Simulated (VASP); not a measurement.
Input of a VASP 6.6.1 run:

The input INCAR:

```
PREC = Accurate ; ENCUT = 520
EDIFF = 1E-7 ; ISMEAR = -1
SIGMA = 0.05 ; LREAL = False
LASPH = True ; NELM = 60
ALGO = Normal ; ISIF = 2
LWAVE = False ; LCHARG = True
GGA = PS ; LELF = True
LVHAR = True ; NBANDS = 28
```

The input KPOINTS:

```
regular mesh
0
Gamma
  7 7 7
```

The input POSCAR:

```
BaTiO3
1.0
    3.9041404363      0.0000000000      0.0000000000
    0.0000000000      2.7789878318      2.7870694172
    0.0000000000     -2.7789878318      2.7870694172
Ba Ti O
1 1 3
Direct
    0.0000000000      0.0000000000      0.0000000000
    0.5000000000      0.5124000000      0.5124000000
    0.5000000000      0.9918400000      0.5052400000
    0.5000000000      0.5052400000      0.9918400000
    0.0000000000      0.4874000000      0.4874000000
```

Potentials or basis: VASP PAW PBE potentials, release 64 (Ba_sv, Ti_sv, O).

Run with:

```bash
$ cat potpaw_PBE.64/Ba_sv/POTCAR potpaw_PBE.64/Ti_sv/POTCAR potpaw_PBE.64/O/POTCAR > POTCAR
$ mpirun -np 1 vasp_std > vasp.out
```

Q: Predict the pressure.

A: 9.8 GPa.

Q: Estimate the largest force.

A: 0.251 eV/Å.

Q: Predict the band gap on the k mesh.

A: 2.00 eV, indirect (least direct gap 2.06 eV).

Stress tensor (GPa, compression positive):
```
 9.93  0.00  0.00
 0.00 10.09  0.00
 0.00  0.00  9.35
```

Caveat: the PAW data sets were made with another functional, which shifts forces and pressure a little; spin-orbit coupling is left out, which moves the levels of the heavy elements. A k mesh can miss the band edges.
